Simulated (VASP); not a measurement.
Here is a VASP 6.6.1 calculation.

Contents of INCAR:

```
PREC = Accurate ; ENCUT = 600
EDIFF = 1E-6 ; ISMEAR = 0
SIGMA = 0.01 ; LREAL = F
LASPH = T ; NELM = 120
ALGO = Normal ; ISIF = 2
LWAVE = F ; LCHARG = F
GGA = PE ; NBANDS = 20
GGA_COMPAT = F
```

Contents of KPOINTS:

```
Automatic mesh
0
Gamma
  3 3 3
```

POSCAR

```
PbO2
1.0
    3.1937679100     -0.0517993900      0.0823520900
   -1.6417438600      3.0087051200     -0.0805647100
    0.1344797900     -0.0742716600      5.2912420000
Pb O
1 2
Direct
    0.8367930000      0.2607780000      0.8661140000
    1.0727320000      0.9176430000      1.1045250000
    1.3347450000      0.5442500000      1.6692410000
```

Potentials or basis: VASP PAW PBE potentials, release 64 (Pb_d, O).

Launch:

```sh
$ cat potpaw_PBE.64/Pb_d/POTCAR potpaw_PBE.64/O/POTCAR > POTCAR
$ mpirun -np 1 vasp_std > vasp.out
```

Problem. What does it give for the band gap on the k mesh?

Solution. 0.95 eV, direct.

Problem. Estimate the pressure.

Solution. 23.5 GPa.

Problem. What does it give for the largest force?

Solution. 13.813 eV/Å.

Stress tensor (GPa, compression positive):
```
 33.95  16.85 -22.81
 16.85  18.14 -18.67
-22.81 -18.67  18.35
```

Caveat: the k points lie up to 0.75 Å⁻¹ apart; spin-orbit coupling is left out, which moves the levels of the heavy elements; forces of over 1 eV/Å act on the atoms, so gaps and moduli don't describe the material at rest. As with any semilocal functional, this PBE gap is likely too small.
